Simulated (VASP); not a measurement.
Here is a VASP 6.6.1 calculation.

The input INCAR:

```
SYSTEM = Sc
  PREC = Accurate
  ENCUT = 520
  EDIFF = 1E-6
  ISMEAR = 0
  SIGMA = 0.15
  LREAL = .False.
  LASPH = .True.
  NELM = 100
  ALGO = Fast
  ISIF = 2
  LWAVE = .False.
  LCHARG = .False.
  NBANDS = 18
```

The input KPOINTS:

```
regular mesh
0
Gamma
  18 18 10
  0 0 0
```

POSCAR

```
Sc
1.0
    3.3087978973      0.0000000000      0.0000000000
   -1.6543989486      2.8655030350      0.0000000000
    0.0000000000      0.0000000000      5.1626400000
Sc
2
Direct
    0.3333333333      0.6666666667      0.2500000000
    0.6666666667      0.3333333333      0.7500000000
```

Potentials or basis: VASP PAW LDA potentials, release 64 (Sc_sv).

Command:

```sh
$ cat potpaw_LDA.64/Sc_sv/POTCAR > POTCAR
$ mpirun -np 1 vasp_std > vasp.out
```

Problem. Predict the pressure.

Solution. -4.3 GPa.

Problem. Predict the band gap on the k mesh.

Solution. Zero (band 11 reaches 4.44 eV, above the bottom of band 12 at 2.97 eV).

Stress tensor (GPa, compression positive):
```
-4.16  0.00  0.00
 0.00 -4.16  0.00
 0.00  0.00 -4.63
```

Caveat: the cell differs from its parent crystal (strain -0.0200 x Voigt [0, 0, 1, 0, 0, 0]).
